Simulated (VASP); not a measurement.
Fe:

```
Fe
1.0
    -1.46400    1.46400    1.46400
     1.46400   -1.46400    1.46400
     1.46400    1.46400   -1.46400
Fe
1
Direct
  0.00000 0.00000 0.00000
```

Base run:

| Item | Value |
| --- | --- |
| Program | VASP 6.6.1 |
| Functional | r2SCAN |
| Potentials or basis | VASP PAW PBE potentials, release 64 (Fe) |
| Cutoff | 520 eV |
| k mesh | 14 × 14 × 14 |
| Occupations | fermi-dirac, width 0.1 eV |
| Spin | collinear spin, ferromagnetic start |
| Starting moments | [1.85] μB |
| Fixed moment | 1.85 μB |

Its results: pressure -25.6 GPa; site moments Fe +1.94 μB.

**Question.** The run is repeated on the same cell with these changes: fixed moment from 1.85 μB to 4.93 μB; moments at the start from [1.85] to [4.93]. What comes out?

**Answer.** Pressure 89.3 GPa; site moments Fe +4.62 μB.

Caveats: the PAW data sets were made with another functional, which shifts forces and pressure a little; the total moment is fixed, so each spin has its own Fermi level.
